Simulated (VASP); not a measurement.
# Te2As (R-3m) in VASP: notebook

Runs on Te2As. Level: PBE. Tasks: single point, relaxation of cell and atoms.

Everything below comes from runs of VASP 6.6.1. Logs are shortened: lines on timing, memory, paths and dates and some standing lists are left out, and cuts for length are marked.

## 1. The cell of the first run

The structure is trigonal, space group R-3m (No. 166). The conventional cell has a = 3.982 Å, b = 3.982 Å, c = 18.743 Å, α = 90.00°, β = 90.00°, γ = 120.00°. Within 3.8 Å of Te (site symmetry 3m) lie 3 As at 2.90 Å and 3 Te at 3.56 Å. Within 3.8 Å of As (site symmetry -3m) lie 6 Te at 2.90 Å.

## 2. Single point, PBE

INCAR

```
SYSTEM = Te2As
PREC = Accurate
ENCUT = 520
EDIFF = 1E-7
ISMEAR = 0
SIGMA = 0.2
LREAL = .FALSE.
LASPH = .TRUE.
NELM = 60
ALGO = Normal
ISIF = 2
LWAVE = .FALSE.
LCHARG = .FALSE.
GGA = PE
NBANDS = 16
```

KPOINTS

```
Automatic mesh
0
G
  6 6 6
  0 0 0
```

POSCAR

```
Te2As
1.0
    1.9908861896      1.1494386791      6.2478268448
   -1.9908861896      1.1494386791      6.2478268448
    0.0000000000     -2.2988773533      6.2478268457
Te As
2 1
Direct
    0.2390840065      0.2390840065      0.2390840065
    0.7609159935      0.7609159935      0.7609159935
    0.0000000000      0.0000000000      0.0000000000
```

Potentials or basis: VASP PAW PBE potentials, release 64 (Te, As).

Launch:

```console
$ cat potpaw_PBE.64/Te/POTCAR potpaw_PBE.64/As/POTCAR > POTCAR
$ mpirun -np 1 vasp_std > vasp.out
```

OUTCAR:

```text
SYSTEM = Te2As
   PREC = Accurate
   ENCUT = 520
   EDIFF = 1E-7
   ISMEAR = 0
   LREAL = .FALSE.
   LASPH = .TRUE.
   NELM = 60
   ISIF = 2
   GGA = PE

 ion  position               nearest neighbor table
   1  0.239  0.239  0.239-   3 2.90   3 2.90   3 2.90   2 3.56   2 3.56   2 3.56
   2  0.761  0.761  0.761-   3 2.90   3 2.90   3 2.90   1 3.56   1 3.56   1 3.56
   3  0.000  0.000  0.000-   2 2.90   1 2.90   2 2.90   2 2.90   1 2.90   1 2.90

  LATTYP: Found a trigonal (rhomboedric) cell.
 ALAT       =     6.6573401130
 COS(alpha) =     0.8211366446

  Lattice vectors:

 A1 = (   1.9908861896,   1.1494386791,   6.2478268448)
 A2 = (  -1.9908861896,   1.1494386791,   6.2478268448)
 A3 = (   0.0000000000,  -2.2988773533,   6.2478268457)

Analysis of symmetry for initial positions (statically):
=====================================================================
 Subroutine PRICEL returns:
 Original cell was already a primitive cell.

 Routine SETGRP: Setting up the symmetry group for a
 trigonal (rhombohedral) supercell.

 Subroutine GETGRP returns: Found 12 space group operations
 (whereof 12 operations were pure point group operations)
 out of a pool of 12 trial point group operations.

The static configuration has the point symmetry D_3d.

Analysis of symmetry for dynamics (positions and initial velocities):
=====================================================================
 Subroutine PRICEL returns:
 Original cell was already a primitive cell.

 Routine SETGRP: Setting up the symmetry group for a
 trigonal (rhombohedral) supercell.

 Subroutine GETGRP returns: Found 12 space group operations
 (whereof 12 operations were pure point group operations)
 out of a pool of 12 trial point group operations.

The dynamic configuration has the point symmetry D_3d.

 Subroutine INISYM returns: Found 12 space group operations
 (whereof 12 operations are pure point group operations),
 and found     1 'primitive' translations

----------------------------------------------------------------------------------------

                                     Primitive cell

  volume of cell :      85.7852

  direct lattice vectors                    reciprocal lattice vectors
     1.990886190  1.149438679  6.247826845     0.251144441  0.144998311  0.053351884
[... 82 lines left out ...]
   ISPIN  =      1    spin polarized calculation?
   LNONCOLLINEAR =      F non collinear calculations
   LSORBIT =      F    spin-orbit coupling
   LASPH  =      T    aspherical Exc in radial PAW
   ENCUT  =  520.0 eV  38.22 Ry    6.18 a.u.  12.38 12.38 12.38*2*pi/ulx,y,z
   NELM   =     60;   NELMIN=  2; NELMDL= -5     # of ELM steps
   EDIFF  = 0.1E-06   stopping-criterion for ELM
   LREAL  =      F    real-space projection
   EDIFFG = 0.1E-05   stopping-criterion for IOM
   NSW    =      0    number of steps for IOM
   IBRION =     -1    ionic relax: 0-MD 1-quasi-New 2-CG
   NFREE  =      0    steps in history (QN), initial steepest desc. (CG)
   ISIF   =      2    stress and relaxation
   ISYM   =      2    0-nonsym 1-usesym 2-fastsym
   POTIM  = 0.5000    time-step for ionic-motion
   TEBEG  =    0.0;   TEEND  =   0.0 temperature during run
   PSTRESS=    0.0 pullay stress
   NELECT =      17.0000    total number of electrons
   NUPDOWN=      -1.0000    fix difference up-down
   EMIN   =  10.00;   EMAX   =-10.00  energy-range for DOS
   EFERMI =   0.00;   METHOD = LEGACY
   ISMEAR =     0;   SIGMA  =   0.20  broadening in eV -4-tet -1-fermi 0-gaus
   EFERMI_NEDOS =   21; number of points for ismear=-14 and -15
   IALGO  =     38    algorithm
   IMIX   =      4    mixing-type and parameters
     AMIX     =   0.40;   BMIX     =  1.00
     AMIX_MAG =   1.60;   BMIX_MAG =  1.00
  volume/ion in A,a.u.               =      28.60       192.97
  Fermi-wavevector in a.u.,A,eV,Ry     =   0.954451  1.803651 12.394591  0.910977
  Thomas-Fermi vector in A             =   2.083199
   LORBIT       =      0    0 simple, 1 ext, 2 COOP (PROOUT), +10 PAW based schemes
   GGA     = PE    functional components
   LHFCALC =     F    Hartree Fock is set to
   AEXX    =    0.0000 exact exchange contribution
   IVDW    =     0    specifies the selected vdW correction
   LEPSILON=     F    determine dielectric tensor
   LRPA    =     F    only Hartree local field effects (RPA)
 non-spin polarized calculation
 Gauss-broadening in eV      SIGMA  =   0.20
  energy-cutoff  :      520.00
  volume of cell :       85.79
 maximum number of plane-waves:      2339
 NGX is ok and might be reduce to    50
   NGX = 25   NGY = 25   NGZ = 25

 number of electron      17.0000000 magnetization

 Free energy of the ion-electron system (eV)
  ---------------------------------------------------
  ext. energy  EPLUGINS =         0.00000000
  ---------------------------------------------------
  free energy    TOTEN  =       -10.72422142 eV

  energy without entropy =      -10.68055361  energy(sigma->0) =      -10.70238752

 E-fermi :   5.8781     XC(G=0):  -9.5568

 val. band max:        5.8454109070   @ k =   0.5000   0.5000   0.0000
 cond. band min:       5.8853389853   @ k =   0.5000   0.5000   0.1667
 fundamental gap:      0.0399280784
 Fermi energy:         5.8781490212

 k-point     1 :       0.0000    0.0000    0.0000
  band No.  band energies     occupation
      1      -7.8202      2.00000
      2      -4.9867      2.00000
      3      -3.1362      2.00000
      4       4.2380      2.00000
      5       4.5328      2.00000
      6       4.5328      2.00000
[... 433 lines left out ...]
      3      -3.9040      2.00000
      4       0.7621      2.00000
      5       1.9085      2.00000
      6       2.8335      2.00000
[... 8 lines left out ...]
     15      13.6158      0.00000
     16      15.0707      0.00000

 [... further k-points ...]
[... 5 lines left out ...]
  --------------------------------------------------------------------------------------
  -------------------------------------------------------------------------------------
  Total       -0.0711527     -0.0711527     -0.0894830     -0.0000000     -0.0000000      0.0000000
  in kB       -1.3288917     -1.3288917     -1.6712388     -0.0000000     -0.0000000      0.0000000
  external PRESSURE =      -1.4430074 kB  Pullay stress =       0.0000000 kB

 VOLUME and BASIS-vectors are now :
 -----------------------------------------------------------------------------
  energy-cutoff  :      520.00
  volume of cell :       85.79
      direct lattice vectors                 reciprocal lattice vectors
     1.990886190  1.149438679  6.247826845     0.251144441  0.144998311  0.053351884
    -1.990886190  1.149438679  6.247826845    -0.251144441  0.144998311  0.053351884
     0.000000000 -2.298877353  6.247826846     0.000000000 -0.289996622  0.053351884

 POSITION                                       TOTAL-FORCE (eV/Angst)
 -----------------------------------------------------------------------------------
      0.00000      0.00000      4.48127         0.000000     -0.000000     -0.025815
      0.00000      0.00000     14.26221         0.000000      0.000000      0.025815
      0.00000      0.00000      0.00000         0.000000     -0.000000     -0.000000
 -----------------------------------------------------------------------------------
    total drift:                                0.000000      0.000000     -0.000000

  FREE ENERGIE OF THE ION-ELECTRON SYSTEM (eV)
  ---------------------------------------------------
  free  energy   TOTEN  =       -10.7242214217 eV

  energy  without entropy=      -10.6805536104  energy(sigma->0) =      -10.70238752
```

OSZICAR:

```text
N       E                     dE             d eps       ncg     rms          rms(c)
DAV:   1     0.577487775064E+02    0.57749E+02   -0.61398E+03  1024   0.848E+02
DAV:   2    -0.715569576453E+01   -0.64904E+02   -0.61349E+02  1392   0.131E+02
DAV:   3    -0.106721618547E+02   -0.35165E+01   -0.34827E+01  1288   0.319E+01
DAV:   4    -0.107192353013E+02   -0.47073E-01   -0.47068E-01  1488   0.436E+00
DAV:   5    -0.107199435980E+02   -0.70830E-03   -0.70829E-03  1312   0.486E-01    0.811E+00
DAV:   6    -0.107221789958E+02   -0.22354E-02   -0.43517E-03  1376   0.407E-01    0.498E+00
DAV:   7    -0.107241413027E+02   -0.19623E-02   -0.96607E-03  1248   0.590E-01    0.149E-01
DAV:   8    -0.107241781723E+02   -0.36870E-04   -0.22417E-04  1296   0.931E-02    0.864E-02
DAV:   9    -0.107242227693E+02   -0.44597E-04   -0.66161E-05  1232   0.522E-02    0.275E-02
DAV:  10    -0.107242213084E+02    0.14609E-05   -0.14373E-06  1384   0.781E-03    0.300E-03
DAV:  11    -0.107242212022E+02    0.10624E-06   -0.68416E-07  1208   0.490E-03    0.170E-03
DAV:  12    -0.107242213861E+02   -0.18392E-06   -0.20637E-08   920   0.905E-04    0.482E-04
DAV:  13    -0.107242214217E+02   -0.35662E-07   -0.11013E-08   680   0.658E-04
   1 F= -.10724221E+02 E0= -.10702388E+02  d E =-.436678E-01
```

It took 2.1 min on 1 thread of Intel Xeon Platinum 8259CL at 2.50GHz (Skylake/Cascade Lake), shared host; peak memory 0.34 GiB.

Results:

```yaml
Free_energy: -10.7242 eV
Pressure: -0.1 GPa
Largest_force: 0.026 eV/Å
```

Forces in eV/Å, atoms in the order of the input:
```
Te   0.000  0.000 -0.026
Te   0.000  0.000  0.026
As   0.000  0.000  0.000
```

Levels at points of the mesh, in eV from the Fermi level:
```tsv
k point	band 6	band 7	band 8	band 9	band 10	band 11	band 12	band 13
(0.00, 0.00, 0.00)	-1.35	-0.98	-0.46	-0.46	1.98	1.98	2.64	6.50
(0.50, 0.00, 0.00)	-2.90	-2.88	-1.30	-0.61	1.03	3.40	4.52	5.29
(0.50, 0.50, 0.00)	-2.99	-2.74	-0.13	-0.03	1.85	2.10	2.63	3.32
(0.50, 0.50, 0.50)	-1.59	0.09	0.09	0.84	1.44	1.63	1.63	4.95
```

Caveat: spin-orbit coupling is left out, which moves the levels of the heavy elements.

## 3. Relaxation of cell and atoms, PBE

This run uses another cell than the first one, of 29.51 Å³/atom, 1.032 times its volume.

INCAR

```
SYSTEM = Te2As
PREC = Accurate
ENCUT = 600
EDIFF = 1E-6
ISMEAR = 0
SIGMA = 0.2
LREAL = .FALSE.
LASPH = .TRUE.
NELM = 80
ALGO = Normal
ISIF = 3
LWAVE = .FALSE.
LCHARG = .FALSE.
GGA = PE
IBRION = 2
NSW = 36
EDIFFG = -0.08
```

KPOINTS

```
regular mesh
0
G
  6 6 6
  0 0 0
```

POSCAR

```
Te2As
1.0
    2.0250000000      1.1691343000      6.2333333300
   -2.0250000000      1.1691343000      6.2333333300
    0.0000000000     -2.3382685900      6.2333333300
Te As
2 1
Direct
    0.2533000000      0.2533000000      0.2533000000
    0.7467000000      0.7467000000      0.7467000000
    0.0000000000      0.0000000000      0.0000000000
```

Potentials or basis: VASP PAW PBE potentials, release 64 (Te, As).

Launch:

```console
$ cat potpaw_PBE.64/Te/POTCAR potpaw_PBE.64/As/POTCAR > POTCAR
$ mpirun -np 1 vasp_std > vasp.out
```

It took 9.7 min on 1 thread of Intel Xeon Platinum 8259CL at 2.50GHz (Skylake/Cascade Lake), shared host; peak memory 0.45 GiB.

It converged, with:

* Free energy: -10.7442 eV
* Relaxed volume: 29.19 Å³/atom
* Relaxed cell: a = 7.123 Å, b = 7.123 Å, c = 7.123 Å, α = 31.50°, β = 31.50°, γ = 31.50°
* Space group after relaxing (to 0.05 Å): R-3m (No. 166)
* Energy gained by relaxing: 131.5 meV/atom
* Ionic steps: 7
* Pressure after relaxing: 0.1 GPa
* Largest force after relaxing: 0.059 eV/Å

Forces on the atoms (eV/Å):
```
Te   0.000  0.000  0.059
Te   0.000  0.000 -0.059
As   0.000  0.000  0.000
```

Stress tensor (GPa, compression positive):
```
-0.06  0.00  0.00
 0.00 -0.06  0.00
 0.00  0.00  0.44
```

Step by step:
| step | energy change (eV) | largest force (eV/Å) | pressure (GPa) | volume (Å³) |
| --- | --- | --- | --- | --- |
| 1 | 0.0000 | 1.5013 | 4.58 | 88.54 |
| 2 | -0.1710 | 0.1727 | -2.79 | 99.79 |
| 3 | -0.1929 | 0.4660 | -1.30 | 96.72 |
| 4 | -0.2642 | 0.3461 | -1.28 | 94.88 |
| 5 | -0.3882 | 0.1915 | -0.94 | 89.25 |
| 6 | -0.3866 | 0.0998 | 1.38 | 85.76 |
| 7 | -0.3945 | 0.0588 | 0.11 | 87.57 |

Final structure:
```
Te As
1.0
     1.93325    1.11617    6.76400
    -1.93325    1.11617    6.76400
     0.00000   -2.23233    6.76400
Te As
2 1
Cartesian
  0.0000 0.0000 4.9568
  0.0000 0.0000 15.3352
  0.0000 0.0000 0.0000
```

Levels at points of the mesh, in eV from the Fermi level:
```
           k point  band 5  band 6  band 7  band 8  band 9  band 10  band 11  band 12
(0.00, 0.00, 0.00)   -1.38   -1.17   -1.17    0.03    0.03     2.14     2.14     2.63
(0.50, 0.00, 0.00)   -3.71   -2.87   -2.82   -0.91   -0.88     1.10     3.15     4.20
(0.50, 0.50, 0.00)   -3.42   -3.03   -2.61   -0.55   -0.29     1.80     2.24     2.41
(0.50, 0.50, 0.50)   -1.27   -1.27    0.29    0.29    0.62     1.84     1.95     1.95
```

Caveat: spin-orbit coupling is left out, which moves the levels of the heavy elements; the relaxation stopped at a loose force limit of 0.08 eV/Å, so its end isn't a converged minimum.
